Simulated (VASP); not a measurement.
# RbBr (Fm-3m) in VASP: a series of runs, part 2 of 2

VASP 6.6.1.

**3. Relaxation of cell and atoms, PBE**

This run uses another cell than the first one, of 40.25 Å³/atom, 0.932 times its volume.

File INCAR:

```
ALGO = Normal
EDIFF = 1E-6
EDIFFG = -0.005
ENCUT = 600
GGA = PE
IBRION = 2
ISIF = 3
ISMEAR = -1
LASPH = T
LCHARG = F
LREAL = F
LWAVE = F
NELM = 100
NSW = 80
PREC = Accurate
SIGMA = 0.02
```

File KPOINTS:

```
k-points
0
Gamma
  6 6 6
```

File POSCAR:

```
RbBr
1.0
    0.0000000000      3.4270000000      3.4270000000
    3.4270000000      0.0000000000      3.4270000000
    3.4270000000      3.4270000000      0.0000000000
Rb Br
1 1
Direct
    0.0000000000      0.0000000000      0.0000000000
    0.5000000000      0.5000000000      0.5000000000
```

Potentials or basis: VASP PAW PBE potentials, release 64 (Rb_sv, Br).

Started as:

```console
> cat potpaw_PBE.64/Rb_sv/POTCAR potpaw_PBE.64/Br/POTCAR > POTCAR
> mpirun -np 1 vasp_std > vasp.out
```

OUTCAR:

```text
EDIFF = 1E-6
   EDIFFG = -0.005
   ENCUT = 600
   GGA = PE
   IBRION = 2
   ISIF = 3
   ISMEAR = -1
   LASPH = T
   LREAL = F
   NELM = 100
   NSW = 80
   PREC = Accurate

 ion  position               nearest neighbor table
   1  0.000  0.000  0.000-   2 3.43   2 3.43   2 3.43   2 3.43   2 3.43   2 3.43
   2  0.500  0.500  0.500-   1 3.43   1 3.43   1 3.43   1 3.43   1 3.43   1 3.43

  LATTYP: Found a face centered cubic cell.
 ALAT       =     6.8540000000

  Lattice vectors:

 A1 = (   0.0000000000,   3.4270000000,   3.4270000000)
 A2 = (   3.4270000000,   0.0000000000,   3.4270000000)
 A3 = (   3.4270000000,   3.4270000000,   0.0000000000)

Analysis of symmetry for initial positions (statically):
=====================================================================
 Subroutine PRICEL returns:
 Original cell was already a primitive cell.

 Routine SETGRP: Setting up the symmetry group for a
 face centered cubic supercell.

 Subroutine GETGRP returns: Found 48 space group operations
 (whereof 48 operations were pure point group operations)
 out of a pool of 48 trial point group operations.

The static configuration has the point symmetry O_h .

Analysis of symmetry for dynamics (positions and initial velocities):
=====================================================================
 Subroutine PRICEL returns:
 Original cell was already a primitive cell.

 Routine SETGRP: Setting up the symmetry group for a
 face centered cubic supercell.

 Subroutine GETGRP returns: Found 48 space group operations
 (whereof 48 operations were pure point group operations)
 out of a pool of 48 trial point group operations.

The dynamic configuration has the point symmetry O_h .

 Subroutine INISYM returns: Found 48 space group operations
 (whereof 48 operations are pure point group operations),
 and found     1 'primitive' translations

----------------------------------------------------------------------------------------

                                     Primitive cell

  volume of cell :      80.4956

  direct lattice vectors                    reciprocal lattice vectors
     0.000000000  3.427000000  3.427000000    -0.145900204  0.145900204  0.145900204
     3.427000000  0.000000000  3.427000000     0.145900204 -0.145900204  0.145900204
     3.427000000  3.427000000  0.000000000     0.145900204  0.145900204 -0.145900204

  length of vectors
     4.846509878  4.846509878  4.846509878     0.252706567  0.252706567  0.252706567

  position of ions in fractional coordinates (direct lattice)
     0.000000000  0.000000000  0.000000000
     0.500000000  0.500000000  0.500000000

  ion indices of the primitive-cell ions
   primitive index   ion index
                 1           1
                 2           2

----------------------------------------------------------------------------------------

 KPOINTS: k-points

Automatic generation of k-mesh.
 Grid dimensions read from file:
 generate k-points for:    6    6    6

 Generating k-lattice:

  Cartesian coordinates                     Fractional coordinates (reciprocal lattice)
    -0.024316701  0.024316701  0.024316701     0.166666667  0.000000000  0.000000000
     0.024316701 -0.024316701  0.024316701     0.000000000  0.166666667  0.000000000
     0.024316701  0.024316701 -0.024316701     0.000000000  0.000000000  0.166666667

  Length of vectors
     0.042117761  0.042117761  0.042117761

  Shift w.r.t. Gamma in fractional coordinates (k-lattice)
     0.000000000  0.000000000  0.000000000

 Subroutine IBZKPT returns following result:
 ===========================================

 Found     16 irreducible k-points:

 Following reciprocal coordinates:
            Coordinates               Weight
  0.000000  0.000000  0.000000      1.000000
  0.166667  0.000000  0.000000      8.000000
  0.333333  0.000000  0.000000      8.000000
  0.500000  0.000000  0.000000      4.000000
  0.166667  0.166667  0.000000      6.000000
  0.333333  0.166667  0.000000     24.000000
[... 8 lines left out ...]
 -0.333333  0.333333  0.166667     24.000000
 -0.333333  0.500000  0.166667     12.000000
   k-points           NKPTS =     16   k-points in BZ     NKDIM =     16   number of bands    NBANDS=     12
   number of dos      NEDOS =    301   number of ions     NIONS =      2
   total plane-waves  NPLWV =  64000
   dimension x,y,z NGX =    40 NGY =   40 NGZ =   40
   dimension x,y,z NGXF=    80 NGYF=   80 NGZF=   80
   ions per type =               1   1
   NGX,Y,Z   is equivalent  to a cutoff of  13.72, 13.72, 13.72 a.u.
   NGXF,Y,Z  is equivalent  to a cutoff of  27.44, 27.44, 27.44 a.u.
 SYSTEM =  unknown system
   PREC   = accura    normal or accurate (medium, high low for compatibility)
   ISTART =      0    job   : 0-new  1-cont  2-samecut
   ICHARG =      2    charge: 1-file 2-atom 10-const
   ISPIN  =      1    spin polarized calculation?
   LNONCOLLINEAR =      F non collinear calculations
   LSORBIT =      F    spin-orbit coupling
   LASPH  =      T    aspherical Exc in radial PAW
   ENCUT  =  600.0 eV  44.10 Ry    6.64 a.u.   9.68  9.68  9.68*2*pi/ulx,y,z
   NELM   =    100;   NELMIN=  2; NELMDL= -5     # of ELM steps
   EDIFF  = 0.1E-05   stopping-criterion for ELM
   LREAL  =      F    real-space projection
   EDIFFG = -.5E-02   stopping-criterion for IOM
   NSW    =     80    number of steps for IOM
   IBRION =      2    ionic relax: 0-MD 1-quasi-New 2-CG
   NFREE  =      1    steps in history (QN), initial steepest desc. (CG)
   ISIF   =      3    stress and relaxation
   ISYM   =      2    0-nonsym 1-usesym 2-fastsym
   POTIM  = 0.5000    time-step for ionic-motion
   TEBEG  =    0.0;   TEEND  =   0.0 temperature during run
   PSTRESS=    0.0 pullay stress
   NELECT =      16.0000    total number of electrons
   NUPDOWN=      -1.0000    fix difference up-down
   EMIN   =  10.00;   EMAX   =-10.00  energy-range for DOS
   EFERMI =   0.00;   METHOD = LEGACY
   ISMEAR =    -1;   SIGMA  =   0.02  broadening in eV -4-tet -1-fermi 0-gaus
   EFERMI_NEDOS =   21; number of points for ismear=-14 and -15
   IALGO  =     38    algorithm
   IMIX   =      4    mixing-type and parameters
     AMIX     =   0.40;   BMIX     =  1.00
     AMIX_MAG =   1.60;   BMIX_MAG =  1.00
  volume/ion in A,a.u.               =      40.25       271.61
  Fermi-wavevector in a.u.,A,eV,Ry     =   0.955412  1.805467 12.419564  0.912812
  Thomas-Fermi vector in A             =   2.084247
   LORBIT       =      0    0 simple, 1 ext, 2 COOP (PROOUT), +10 PAW based schemes
   GGA     = PE    functional components
   LHFCALC =     F    Hartree Fock is set to
   AEXX    =    0.0000 exact exchange contribution
   IVDW    =     0    specifies the selected vdW correction
   LEPSILON=     F    determine dielectric tensor
   LRPA    =     F    only Hartree local field effects (RPA)
 conjugate gradient relaxation of ions
 non-spin polarized calculation
  energy-cutoff  :      600.00
  volume of cell :       80.50
 maximum number of plane-waves:      2733
   NGX = 19   NGY = 19   NGZ = 19

--------------------------------------- Ionic step        1  -------------------------------------------

 number of electron      16.0000001 magnetization

 Free energy of the ion-electron system (eV)
  ---------------------------------------------------
  ext. energy  EPLUGINS =         0.00000000
  ---------------------------------------------------
  free energy    TOTEN  =        -6.09724694 eV

  energy without entropy =       -6.09724694  energy(sigma->0) =       -6.09724694

------------------------ aborting loop because EDIFF is reached ----------------------------------------

  FORCE on cell =-STRESS in cart. coord.  units (eV):
  Direction    XX          YY          ZZ          XY          YZ          ZX
  --------------------------------------------------------------------------------------
  -------------------------------------------------------------------------------------
  Total        0.5164297      0.5164297      0.5164297      0.0000000      0.0000000     -0.0000000
  in kB       10.2789665     10.2789665     10.2789665      0.0000000      0.0000000     -0.0000000
  external PRESSURE =      10.2789665 kB  Pullay stress =       0.0000000 kB
[... 93 lines left out ...]
  energy  without entropy=       -6.1154044049  energy(sigma->0) =       -6.11540440

--------------------------------------- Ionic step        4  -------------------------------------------

 number of electron      15.9999999 magnetization

 Free energy of the ion-electron system (eV)
  ---------------------------------------------------
  ext. energy  EPLUGINS =         0.00000000
  ---------------------------------------------------
  free energy    TOTEN  =        -6.11541351 eV

  energy without entropy =       -6.11541351  energy(sigma->0) =       -6.11541351

 E-fermi :  -1.5600     XC(G=0):  -6.9466

 val. band max:       -2.0160839721   @ k =   0.0000   0.0000   0.0000
 cond. band min:       2.1655981932   @ k =   0.0000   0.0000   0.0000
 fundamental gap:      4.1816821652
 Fermi energy:        -1.5599997837

 k-point     1 :       0.0000    0.0000    0.0000
  band No.  band energies     occupation
      1     -26.5911      2.00000
      2     -14.1288      2.00000
      3     -10.6617      2.00000
      4     -10.6617      2.00000
      5     -10.6617      2.00000
      6      -2.0161      2.00000
      7      -2.0161      2.00000
      8      -2.0161      2.00000
      9       2.1656      0.00000
     10       5.2340      0.00000
     11       5.2340      0.00000
     12       5.2340      0.00000
[... 252 lines left out ...]
  FREE ENERGIE OF THE ION-ELECTRON SYSTEM (eV)
  ---------------------------------------------------
  free  energy   TOTEN  =        -6.1154135087 eV

  energy  without entropy=       -6.1154135087  energy(sigma->0) =       -6.11541351

 reached required accuracy - stopping structural energy minimisation
```

OSZICAR:

```text
N       E                     dE             d eps       ncg     rms          rms(c)
DAV:   1     0.988079110615E+02    0.98808E+02   -0.73123E+03   384   0.127E+03
DAV:   2     0.152076404762E+00   -0.98656E+02   -0.92235E+02   544   0.202E+02
DAV:   3    -0.615827813791E+01   -0.63104E+01   -0.62788E+01   472   0.561E+01
[... 30 lines left out ...]
DAV:   1    -0.611611198225E+01   -0.70716E-03   -0.13738E-02   400   0.819E-01    0.126E-01
DAV:   2    -0.611555398699E+01    0.55800E-03   -0.11055E-03   480   0.228E-01    0.551E-02
DAV:   3    -0.611541485196E+01    0.13914E-03   -0.46367E-04   552   0.133E-01    0.170E-02
DAV:   4    -0.611541400721E+01    0.84475E-06   -0.12402E-05   560   0.216E-02    0.869E-03
DAV:   5    -0.611541350875E+01    0.49846E-06   -0.29137E-06   516   0.112E-02
   4 F= -.61154135E+01 E0= -.61154135E+01  d E =-.181666E-01
```

CONTCAR:

```text
RbBr
   1.00000000000000
     0.0000000000000000    3.5122813081843689    3.5122813081843689
     3.5122813081843689    0.0000000000000000    3.5122813081843689
     3.5122813081843689    3.5122813081843689    0.0000000000000000
  Rb              Br
     1     1
Direct
     1.0000000000000000    0.0000000000000000    1.0000000000000000
     0.5000000000000000    0.5000000000000000    0.5000000000000000

  0.00000000E+00  0.00000000E+00  0.00000000E+00
  0.00000000E+00  0.00000000E+00  0.00000000E+00
```

It took 65 s on 1 thread of Intel Xeon Platinum 8124M at 3.00GHz (Skylake/Cascade Lake), shared host; peak memory 0.25 GiB.

Results:

```
Free energy                            : -6.1154 eV
Relaxed volume                         : 43.33 Å³/atom
Relaxed cell                           : a = 4.967 Å, b = 4.967 Å, c = 4.967 Å, α = 60.00°, β = 60.00°, γ = 60.00°
Space group after relaxing (to 0.05 Å) : Fm-3m (No. 225)
Energy gained by relaxing              : 9.1 meV/atom
Ionic steps                            : 4
Pressure after relaxing                : 0.0 GPa
Band gap on the k mesh                 : 4.18 eV, direct
```

The path:
| step | energy change (eV) | largest force (eV/Å) | pressure (GPa) | volume (Å³) |
| --- | --- | --- | --- | --- |
| 1 | 0.0000 | 0.0000 | 1.03 | 80.50 |
| 2 | -0.0140 | 0.0000 | 0.48 | 83.54 |
| 3 | -0.0182 | 0.0000 | 0.03 | 86.42 |
| 4 | -0.0182 | 0.0000 | -0.01 | 86.66 |

Final structure:
```
Rb Br
1.0
     0.00000    3.51228    3.51228
     3.51228    0.00000    3.51228
     3.51228    3.51228    0.00000
Rb Br
1 1
Direct
  0.00000 0.00000 0.00000
  0.50000 0.50000 0.50000
```
